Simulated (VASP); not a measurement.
# MoSe (Pm-3m) in VASP: single point with r2SCAN+U

Aim: the single point of MoSe with r2SCAN+U.

Everything below comes from runs of VASP 6.6.1. Logs are shortened: lines on timing, memory, paths and dates and some standing lists are left out, and cuts for length are marked.

### 1 The cell of the first run

Symmetry: Pm-3m, No. 221, cubic system. The conventional cell has a = 3.531 Å, b = 3.531 Å, c = 3.531 Å, α = 90.00°, β = 90.00°, γ = 90.00°. Within 4.0 Å of Mo (site symmetry m-3m) lie 8 Se at 3.06 Å and 6 Mo at 3.53 Å. Se (site symmetry m-3m) has 8 Mo at 3.06 Å and 6 Se at 3.53 Å within 4.0 Å.

### 2 Single point, r2SCAN+U, collinear spin

The input, POSCAR:

```
MoSe
1.0
    3.5312279558      0.0000000000      3.5312279558
    0.0000000000      3.5312279558      3.5312279558
    0.0000000000      0.0000000000      7.0624559115
Mo Se
2 2
Direct
    1.0000000000      0.0000000000      0.0000000000
    1.0000000000      0.0000000000      0.5000000000
    0.5000000000      0.5000000000      0.7500000000
    0.5000000000      0.5000000000      0.2500000000
```

The input, INCAR.step1:

```
SYSTEM = MoSe
  ALGO = Normal
  EDIFF = 1E-4
  ENCUT = 520
  GGA = PE
  ISMEAR = 0
  ISPIN = 2
  LASPH = .TRUE.
  LCHARG = .FALSE.
  LDAU = .TRUE.
  LDAUJ = 0 0
  LDAUL = 2 -1
  LDAUTYPE = 2
  LDAUU = 4.38 0
  LMAXMIX = 4
  LREAL = .FALSE.
  LWAVE = .TRUE.
  MAGMOM = 2 -2 0 0
  NBANDS = 32
  NELM = 150
  PREC = Accurate
  SIGMA = 0.1
```

The input, INCAR.step2:

```
SYSTEM = MoSe
  ALGO = Normal
  EDIFF = 1E-6
  ENCUT = 520
  ISIF = 2
  ISMEAR = 0
  ISPIN = 2
  ISTART = 1
  LASPH = .TRUE.
  LCHARG = .FALSE.
  LDAU = .TRUE.
  LDAUJ = 0 0
  LDAUL = 2 -1
  LDAUPRINT = 1
  LDAUTYPE = 2
  LDAUU = 4.38 0
  LMAXMIX = 4
  LMIXTAU = .TRUE.
  LORBIT = 11
  LREAL = .FALSE.
  LWAVE = .FALSE.
  MAGMOM = 2 -2 0 0
  METAGGA = R2SCAN
  NBANDS = 32
  NELM = 150
  PREC = Accurate
  SIGMA = 0.1
```

The input, KPOINTS:

```
k-points
0
G
  12 12 6
  0 0 0
```

Potentials or basis: VASP PAW PBE potentials, release 64 (Mo_sv, Se).

Started as:

```sh
$ cat potpaw_PBE.64/Mo_sv/POTCAR potpaw_PBE.64/Se/POTCAR > POTCAR
$ cp INCAR.step1 INCAR
$ mpirun -np 1 vasp_std > vasp.out
$ cp INCAR.step2 INCAR
$ mpirun -np 1 vasp_std > vasp.out
```

OUTCAR:

```text
SYSTEM = MoSe
   EDIFF = 1E-6
   ENCUT = 520
   ISIF = 2
   ISMEAR = 0
   ISPIN = 2
   ISTART = 1
   LASPH = .TRUE.
   LORBIT = 11
   LREAL = .FALSE.
   METAGGA = R2SCAN
   NELM = 150
   PREC = Accurate

 ion  position               nearest neighbor table
   1  0.000  0.000  0.000-   4 3.06   3 3.06   4 3.06   3 3.06   4 3.06   3 3.06   3 3.06   4 3.06

   2  0.000  0.000  0.500-   3 3.06   4 3.06   4 3.06   3 3.06   4 3.06   3 3.06   4 3.06   3 3.06

   3  0.500  0.500  0.750-   1 3.06   2 3.06   2 3.06   1 3.06   2 3.06   1 3.06   2 3.06   1 3.06

   4  0.500  0.500  0.250-   2 3.06   1 3.06   2 3.06   1 3.06   2 3.06   1 3.06   1 3.06   2 3.06

  LATTYP: Found a face centered cubic cell.
 ALAT       =     7.0624559116

  Lattice vectors:

 A1 = (   3.5312279558,  -3.5312279558,   0.0000000000)
 A2 = (   3.5312279558,   0.0000000000,   3.5312279558)
 A3 = (   0.0000000000,  -3.5312279558,   3.5312279557)

Analysis of symmetry for initial positions (statically):
=====================================================================
 Subroutine PRICEL returns following result:

  LATTYP: Found a simple cubic cell.
 ALAT       =     3.5312279558
[... 12 lines left out ...]
 Subroutine GETGRP returns: Found 48 space group operations
 (whereof 48 operations were pure point group operations)
 out of a pool of 48 trial point group operations.

The static configuration has the point symmetry O_h .

Analysis of symmetry for dynamics (positions and initial velocities):
=====================================================================
 Subroutine PRICEL returns following result:

  LATTYP: Found a simple cubic cell.
 ALAT       =     3.5312279558
[... 12 lines left out ...]
 Subroutine GETGRP returns: Found 48 space group operations
 (whereof 48 operations were pure point group operations)
 out of a pool of 48 trial point group operations.

The dynamic configuration has the point symmetry O_h .

Analysis of structural, dynamic, and magnetic symmetry:
=====================================================================
 Subroutine PRICEL returns following result:

  LATTYP: Found a simple cubic cell.
 ALAT       =     3.5312279558
[... 12 lines left out ...]
 Subroutine GETGRP returns: Found 48 space group operations
 (whereof 48 operations were pure point group operations)
 out of a pool of 48 trial point group operations.

The overall configuration has the point symmetry O_h .

 Subroutine INISYM returns: Found 48 space group operations
 (whereof 48 operations are pure point group operations),
 and found     2 'primitive' translations

----------------------------------------------------------------------------------------

                                     Primitive cell

  volume of cell :      44.0329

  direct lattice vectors                    reciprocal lattice vectors
     0.000000000 -3.531227956 -0.000000000     0.000000000 -0.283187609  0.000000000
     3.531227956  0.000000000  0.000000000     0.283187609  0.000000000  0.000000000
     0.000000000  0.000000000  3.531227956    -0.000000000 -0.000000000  0.283187609

  length of vectors
     3.531227956  3.531227956  3.531227956     0.283187609  0.283187609  0.283187609

  position of ions in fractional coordinates (direct lattice)
     0.000000000  0.000000000  0.000000000
     0.500000000  0.500000000  0.500000000

  ion indices of the primitive-cell ions
   primitive index   ion index
                 1           1
                 2           3

----------------------------------------------------------------------------------------

 KPOINTS: k-points

Automatic generation of k-mesh.
 Grid dimensions read from file:
 generate k-points for:   12   12    6

 Generating k-lattice:

  Cartesian coordinates                     Fractional coordinates (reciprocal lattice)
     0.023598967  0.000000000  0.000000000     0.083333333  0.000000000  0.000000000
     0.000000000  0.023598967  0.000000000     0.000000000  0.083333333  0.000000000
    -0.023598967 -0.023598967  0.023598967     0.000000000  0.000000000  0.166666667

  Length of vectors
[... 85 lines left out ...]
   LHFCALC =     F    Hartree Fock is set to
   AEXX    =    0.0000 exact exchange contribution
   IVDW    =     0    specifies the selected vdW correction
   LEPSILON=     F    determine dielectric tensor
   LRPA    =     F    only Hartree local field effects (RPA)
 spin polarized calculation
 Gauss-broadening in eV      SIGMA  =   0.10
  energy-cutoff  :      520.00
  volume of cell :       88.07
 maximum number of plane-waves:      2421
 NGX is ok and might be reduce to    40
   NGX = 19   NGY = 19   NGZ = 27

 number of electron      40.0000000 magnetization       0.0000000

atom =   1  type =  1  l = 2

 onsite density matrix

spin component  1

  0.7292  0.0000  0.0000  0.0000 -0.0000
  0.0000  0.7292  0.0000  0.0000 -0.0000
  0.0000  0.0000  0.7978  0.0000  0.0000
  0.0000  0.0000  0.0000  0.7292  0.0000
 -0.0000 -0.0000  0.0000  0.0000  0.7978

spin component  2

  0.0464  0.0000 -0.0000  0.0000  0.0000
  0.0000  0.0464  0.0000 -0.0000 -0.0000
 -0.0000  0.0000  0.0202  0.0000  0.0000
  0.0000 -0.0000  0.0000  0.0464  0.0000
  0.0000 -0.0000  0.0000  0.0000  0.0202

 occupancies and eigenvectors

  o =  0.0202  v =  0.0000  0.0000  0.0000  0.0000  0.0000 -0.0000  0.0000 -1.0000  0.0000  0.0000      0.0000  0.0000  0.0000  0.0000  0.0000  0.0000  0.0000  0.0000  0.0000  0.0000
  o =  0.0202  v =  0.0000  0.0000  0.0000  0.0000  0.0000 -0.0000  0.0000  0.0000 -0.0000  1.0000      0.0000  0.0000  0.0000  0.0000  0.0000  0.0000  0.0000  0.0000  0.0000  0.0000
  o =  0.0464  v =  0.0000  0.0000  0.0000  0.0000  0.0000 -0.4601  0.6255  0.0000  0.6301  0.0000      0.0000  0.0000  0.0000  0.0000  0.0000  0.0000  0.0000  0.0000  0.0000  0.0000
  o =  0.0464  v =  0.0000  0.0000  0.0000  0.0000  0.0000  0.0019 -0.7090 -0.0000  0.7052  0.0000      0.0000  0.0000  0.0000  0.0000  0.0000  0.0000  0.0000  0.0000  0.0000  0.0000
  o =  0.0464  v =  0.0000  0.0000  0.0000  0.0000  0.0000 -0.8878 -0.3257 -0.0000 -0.3250  0.0000      0.0000  0.0000  0.0000  0.0000  0.0000  0.0000  0.0000  0.0000  0.0000  0.0000
  o =  0.7292  v =  0.4597 -0.6279  0.0000 -0.6280  0.0000  0.0000  0.0000  0.0000  0.0000  0.0000      0.0000  0.0000  0.0000  0.0000  0.0000  0.0000  0.0000  0.0000  0.0000  0.0000
  o =  0.7292  v =  0.0000 -0.7071  0.0000  0.7071 -0.0000  0.0000  0.0000  0.0000  0.0000  0.0000      0.0000  0.0000  0.0000  0.0000  0.0000  0.0000  0.0000  0.0000  0.0000  0.0000
  o =  0.7292  v =  0.8881  0.3251 -0.0000  0.3250  0.0000  0.0000  0.0000  0.0000  0.0000  0.0000      0.0000  0.0000  0.0000  0.0000  0.0000  0.0000  0.0000  0.0000  0.0000  0.0000
  o =  0.7978  v = -0.0000 -0.0000 -1.0000 -0.0000  0.0000  0.0000  0.0000  0.0000  0.0000  0.0000      0.0000  0.0000  0.0000  0.0000  0.0000  0.0000  0.0000  0.0000  0.0000  0.0000
  o =  0.7978  v =  0.0000  0.0000 -0.0000 -0.0000 -1.0000  0.0000  0.0000  0.0000  0.0000  0.0000      0.0000  0.0000  0.0000  0.0000  0.0000  0.0000  0.0000  0.0000  0.0000  0.0000

atom =   2  type =  1  l = 2

 onsite density matrix

spin component  1

  0.0464  0.0000  0.0000  0.0000 -0.0000
  0.0000  0.0464  0.0000 -0.0000 -0.0000
  0.0000  0.0000  0.0202  0.0000  0.0000
  0.0000 -0.0000  0.0000  0.0464  0.0000
 -0.0000 -0.0000  0.0000  0.0000  0.0202

spin component  2

  0.7292  0.0000 -0.0000  0.0000  0.0000
  0.0000  0.7292  0.0000  0.0000 -0.0000
 -0.0000  0.0000  0.7978  0.0000  0.0000
  0.0000  0.0000  0.0000  0.7292  0.0000
  0.0000 -0.0000  0.0000  0.0000  0.7978

 occupancies and eigenvectors

  o =  0.0202  v =  0.0000  0.0000 -1.0000  0.0000  0.0001  0.0000  0.0000  0.0000  0.0000  0.0000      0.0000  0.0000  0.0000  0.0000  0.0000  0.0000  0.0000  0.0000  0.0000  0.0000
  o =  0.0202  v =  0.0000  0.0000  0.0001 -0.0000  1.0000  0.0000  0.0000  0.0000  0.0000  0.0000      0.0000  0.0000  0.0000  0.0000  0.0000  0.0000  0.0000  0.0000  0.0000  0.0000
  o =  0.0464  v = -0.4599  0.6256  0.0000  0.6302  0.0000  0.0000  0.0000  0.0000  0.0000  0.0000      0.0000  0.0000  0.0000  0.0000  0.0000  0.0000  0.0000  0.0000  0.0000  0.0000
  o =  0.0464  v =  0.0019 -0.7090 -0.0000  0.7052  0.0000  0.0000  0.0000  0.0000  0.0000  0.0000      0.0000  0.0000  0.0000  0.0000  0.0000  0.0000  0.0000  0.0000  0.0000  0.0000
  o =  0.0464  v = -0.8879 -0.3256 -0.0000 -0.3249  0.0000  0.0000  0.0000  0.0000  0.0000  0.0000      0.0000  0.0000  0.0000  0.0000  0.0000  0.0000  0.0000  0.0000  0.0000  0.0000
  o =  0.7292  v =  0.0000  0.0000  0.0000  0.0000  0.0000 -0.4597  0.6280 -0.0000  0.6280  0.0000      0.0000  0.0000  0.0000  0.0000  0.0000  0.0000  0.0000  0.0000  0.0000  0.0000
  o =  0.7292  v =  0.0000  0.0000  0.0000  0.0000  0.0000  0.0000 -0.7071 -0.0000  0.7071 -0.0000      0.0000  0.0000  0.0000  0.0000  0.0000  0.0000  0.0000  0.0000  0.0000  0.0000
  o =  0.7292  v =  0.0000  0.0000  0.0000  0.0000  0.0000 -0.8881 -0.3251  0.0000 -0.3251 -0.0000      0.0000  0.0000  0.0000  0.0000  0.0000  0.0000  0.0000  0.0000  0.0000  0.0000
  o =  0.7978  v =  0.0000  0.0000  0.0000  0.0000  0.0000  0.0000  0.0000  1.0000  0.0000 -0.0000      0.0000  0.0000  0.0000  0.0000  0.0000  0.0000  0.0000  0.0000  0.0000  0.0000
  o =  0.7978  v =  0.0000  0.0000  0.0000  0.0000  0.0000  0.0000 -0.0000  0.0000  0.0000  1.0000      0.0000  0.0000  0.0000  0.0000  0.0000  0.0000  0.0000  0.0000  0.0000  0.0000

 number of electron      40.0000000 magnetization      -0.0000000

 Free energy of the ion-electron system (eV)
  ---------------------------------------------------
  ext. energy  EPLUGINS =         0.00000000
  ---------------------------------------------------
  free energy    TOTEN  =       -72.17877978 eV

  energy without entropy =      -72.13407261  energy(sigma->0) =      -72.15642620

 E-fermi :   6.5124     XC(G=0): -11.1735

 val. band max:        6.5044034256   @ k =   0.1667   0.0833   0.0000
 cond. band min:       6.5196974286   @ k =   0.2500   0.2500   0.1667
 fundamental gap:      0.0152940030
 Fermi energy:         6.5123551058

 spin component 1

 k-point     1 :       0.0000    0.0000    0.0000
  band No.  band energies     occupation
      1     -57.1022      1.00000
      2     -54.1307      1.00000
      3     -30.6914      1.00000
      4     -30.6914      1.00000
      5     -30.6914      1.00000
      6     -27.3078      1.00000
[... 1673 lines left out ...]
     31      14.7764      0.00000
     32      15.2260      0.00000

 [... further k-points ...]

------------------------ aborting loop because EDIFF is reached ----------------------------------------

  FORCE on cell =-STRESS in cart. coord.  units (eV):
  Direction    XX          YY          ZZ          XY          YZ          ZX
  --------------------------------------------------------------------------------------
  -------------------------------------------------------------------------------------
  Total       -2.0320710     -2.0320710     -2.0320710      0.0000000     -0.0000000     -0.0000000
  in kB      -36.9693839    -36.9693839    -36.9693839      0.0000000     -0.0000000     -0.0000000
  external PRESSURE =     -36.9693839 kB  Pullay stress =       0.0000000 kB

 VOLUME and BASIS-vectors are now :
 -----------------------------------------------------------------------------
  energy-cutoff  :      520.00
  volume of cell :       88.07
      direct lattice vectors                 reciprocal lattice vectors
     3.531227956  0.000000000  3.531227956     0.283187609  0.000000000  0.000000000
     0.000000000  3.531227956  3.531227956     0.000000000  0.283187609  0.000000000
     0.000000000  0.000000000  7.062455911    -0.141593804 -0.141593804  0.141593804

 POSITION                                       TOTAL-FORCE (eV/Angst)
 -----------------------------------------------------------------------------------
      0.00000      0.00000      0.00000        -0.000000     -0.000000      0.000000
      0.00000      0.00000      3.53123         0.000000     -0.000000     -0.000000
      1.76561      1.76561      8.82807        -0.000000      0.000000      0.000000
      1.76561      1.76561      5.29684        -0.000000      0.000000     -0.000000
 -----------------------------------------------------------------------------------
    total drift:                                0.000000      0.000000      0.000000

  FREE ENERGIE OF THE ION-ELECTRON SYSTEM (eV)
  ---------------------------------------------------
  free  energy   TOTEN  =       -72.1787797834 eV

  energy  without entropy=      -72.1340726112  energy(sigma->0) =      -72.15642620

 total charge

# of ion       s       p       d       tot
------------------------------------------
    1        2.143   6.035   3.929  12.107
    2        2.143   6.035   3.929  12.107
    3        1.480   2.331   0.033   3.843
    4        1.480   2.331   0.033   3.843
--------------------------------------------------
tot          7.246  16.731   7.924  31.900

 magnetization (x)

# of ion       s       p       d       tot
------------------------------------------
    1        0.044   0.031   3.577   3.652
    2       -0.044  -0.031  -3.577  -3.652
    3        0.000   0.000   0.000   0.000
    4        0.000   0.000   0.000   0.000
--------------------------------------------------
tot          0.000   0.000   0.000   0.000
```

It took 35 min on 1 thread of Intel Xeon 8259CL, shared host; peak memory 0.5 GiB.

Results:

```yaml
Free_energy: -72.1788 eV
Pressure: -3.7 GPa
Band_gap_on_the_k_mesh: zero (filled and empty bands overlap)
Net_moment: 0.00 μB per cell
Site_moments: Mo +3.65, -3.65; Se +0.00 μB
Valence_electrons_inside_the_program's_atomic_spheres: Mo 12.11; Se 3.84
```

Levels at points of the mesh, in eV from the Fermi level:
Spin up:
| k point | band 17 | band 18 | band 19 | band 20 | band 21 | band 22 | band 23 | band 24 |
| --- | --- | --- | --- | --- | --- | --- | --- | --- |
| (0.00, 0.00, 0.00) | -1.47 | -1.47 | 0.02 | 0.02 | 0.02 | 1.37 | 3.34 | 3.34 |
| (0.50, 0.00, 0.00) | -2.68 | -1.60 | -0.40 | 0.04 | 0.04 | 1.88 | 4.22 | 4.53 |
| (0.00, 0.00, 0.50) | -2.58 | -2.58 | -1.58 | 0.23 | 0.23 | 2.93 | 2.93 | 4.05 |
Spin down:
| k point | band 16 | band 17 | band 18 | band 19 | band 20 | band 21 | band 22 | band 23 | band 24 | band 25 |
| --- | --- | --- | --- | --- | --- | --- | --- | --- | --- | --- |
| (0.00, 0.00, 0.00) | -1.47 | -1.47 | -1.47 | 0.02 | 0.02 | 0.02 | 1.37 | 3.34 | 3.34 | 3.34 |
| (0.50, 0.00, 0.00) | -2.68 | -2.68 | -1.60 | -0.40 | 0.04 | 0.04 | 1.88 | 4.22 | 4.53 | 4.74 |
| (0.00, 0.00, 0.50) | -3.43 | -2.58 | -2.58 | -1.58 | 0.23 | 0.23 | 2.93 | 2.93 | 4.05 | 4.18 |

Eigenvalues of the final occupation matrices:
```
    site  spin  trace               eigenvalues
site 1 d     1   3.78  0.73 0.73 0.73 0.80 0.80
site 1 d     2   0.18  0.02 0.02 0.05 0.05 0.05
site 2 d     1   0.18  0.02 0.02 0.05 0.05 0.05
site 2 d     2   3.78  0.73 0.73 0.73 0.80 0.80
```

Caveat: the cell stands under tension; the PAW data sets were made with another functional, which shifts forces and pressure a little.
